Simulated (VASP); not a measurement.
Write the native input for VASP 6.6.1 that does the following.

```
Task                   : single point
Functional             : PBE
Potentials or basis    : VASP PAW PBE potentials, release 64 (Ta_pv, N)
Cutoff                 : 520 eV
k mesh                 : 6 × 6 × 4
Occupations            : gaussian, width 0.1 eV
Spin                   : no spin polarisation
Dipole correction      : no
Further INCAR settings : ALGO = Normal; EDIFF = 1e-06; NBANDS = 24
```

The structure of TaN lies in POSCAR:

```
TaN
1.0
    3.1503603538      0.0000000000      0.0000000000
   -1.5751801769      2.7282920975      0.0000000000
    0.0000000000      0.0000000000      6.1046841794
Ta N
2 2
Direct
    0.3333333333      0.6666666667      0.0256944760
    0.6666666667      0.3333333333      0.5256944760
    0.3333333333      0.6666666667      0.3493055240
    0.6666666667      0.3333333333      0.8493055240
```

The input as run:

INCAR

```
  PREC = Accurate
  ENCUT = 520
  EDIFF = 1E-6
  ISMEAR = 0
  SIGMA = 0.1
  LREAL = F
  LASPH = T
  NELM = 80
  ALGO = Normal
  ISIF = 2
  LWAVE = F
  LCHARG = T
  GGA = PE
  LELF = T
  LVHAR = T
  NBANDS = 24
```

KPOINTS

```
Automatic mesh
0
Gamma
  6 6 4
```

Potentials or basis: VASP PAW PBE potentials, release 64 (Ta_pv, N).

The run is started by

```console
$ cat potpaw_PBE.64/Ta_pv/POTCAR potpaw_PBE.64/N/POTCAR > POTCAR
$ mpirun -np 1 vasp_std > vasp.out
```

It gave:

- Pressure: 0.6 GPa
- Largest force: 0.038 eV/Å
- Band gap on the k mesh: zero (band 16 reaches 6.63 eV, above the bottom of band 17 at 6.51 eV)

Caveat: the k points lie up to 0.38 Å⁻¹ apart; spin-orbit coupling is left out, which moves the levels of the heavy elements.

Wall time 22 s on 1 thread of Intel Xeon 6975P-C, on a shared host, peak memory 0.18 GiB.
